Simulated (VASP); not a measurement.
Input of a VASP 6.6.1 run:

INCAR

```
SYSTEM = WC
PREC = Accurate
ENCUT = 520
EDIFF = 1E-6
ISMEAR = 0
SIGMA = 0.15
LREAL = .False.
LASPH = .True.
NELM = 100
ALGO = Normal
ISIF = 2
LWAVE = .False.
LCHARG = .False.
GGA = PS
NBANDS = 16
```

File KPOINTS:

```
regular mesh
0
Gamma
  18 18 18
  0 0 0
```

POSCAR

```
WC
1.0
    0.0000000000      2.0172692800      2.1049766400
    2.0172692800      0.0000000000      2.1049766400
    2.0172692800      2.0172692800      0.0000000000
W C
1 1
Direct
    0.0000000000      0.0000000000      0.0000000000
    0.5000000000      0.5000000000      0.5000000000
```

Potentials or basis: VASP PAW PBE potentials, release 64 (W_sv, C).

The run is started by

```sh
$ cat potpaw_PBE.64/W_sv/POTCAR potpaw_PBE.64/C/POTCAR > POTCAR
$ mpirun -np 1 vasp_std > vasp.out
```

Task: What does it give for the band gap on the k mesh?

Result: Zero (bands 9 and 10 overlap by 4.06 eV).

Task: Estimate the pressure.

Result: 107.8 GPa.

Stress tensor (GPa, compression positive):
```
126.33   0.00   0.00
  0.00 126.33   0.00
  0.00   0.00  70.78
```

Caveat: the cell differs from its parent crystal (strain -0.080 along x and y, -0.040 along z); the stress differs along the axes, from 71 to 126 GPa; the PAW data sets were made with another functional, which shifts forces and pressure a little; spin-orbit coupling is left out, which moves the levels of the heavy elements.
